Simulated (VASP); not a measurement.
Crystal: CdSe.

```
Cd Se
1.0
     4.38401    0.00000    0.00000
    -2.19200    3.79666    0.00000
     0.00000    0.00000    7.15561
Cd Se
2 2
Cartesian
  0.0000 2.5311 -0.0020
  2.1920 1.2656 3.5758
  0.0000 2.5311 2.6854
  2.1920 1.2656 6.2632
```

| Quantity | Value |
| --- | --- |
| Program | VASP 6.6.1 |
| Task | relaxation of cell and atoms |
| Functional | LDA |
| Potentials or basis | VASP PAW LDA potentials, release 64 (Cd, Se) |
| Cutoff | 600 eV |
| k mesh | 6 × 6 × 4 |
| Occupations | fermi-dirac, width 0.02 eV |
| Spin | no spin polarisation |

At the start: pressure -4.0 GPa; volume 29.78 Å³/atom.

Q: How do energy, volume and symmetry change on relaxing?

A: Over 3 steps the energy falls by 33.6 meV/atom and the volume is 27.32 Å³/atom (-8.2 %); space group P6_3mc (No. 186, to 0.1 Å) before and after.

The path:
```csv
step,energy change (eV),largest force (eV/Å),pressure (GPa),volume (Å³)
1,0.0000,0.0080,-4.05,119.10
2,-0.1217,0.0081,1.54,106.60
3,-0.1344,0.0034,0.01,109.29
```

Final structure:
```cif
data_structure
_symmetry_space_group_name_H-M 'P 1'
_symmetry_Int_Tables_number 1
_cell_length_a 4.2601
_cell_length_b 4.2601
_cell_length_c 6.9538
_cell_angle_alpha 90.000
_cell_angle_beta 90.000
_cell_angle_gamma 120.000
_cell_volume 109.29
loop_
_atom_site_label
_atom_site_type_symbol
_atom_site_fract_x
_atom_site_fract_y
_atom_site_fract_z
_atom_site_occupancy
Cd1 Cd 0.33333 0.66667 0.99968 1
Cd2 Cd 0.66667 0.33333 0.49968 1
Se1 Se 0.33333 0.66667 0.37532 1
Se2 Se 0.66667 0.33333 0.87532 1
```
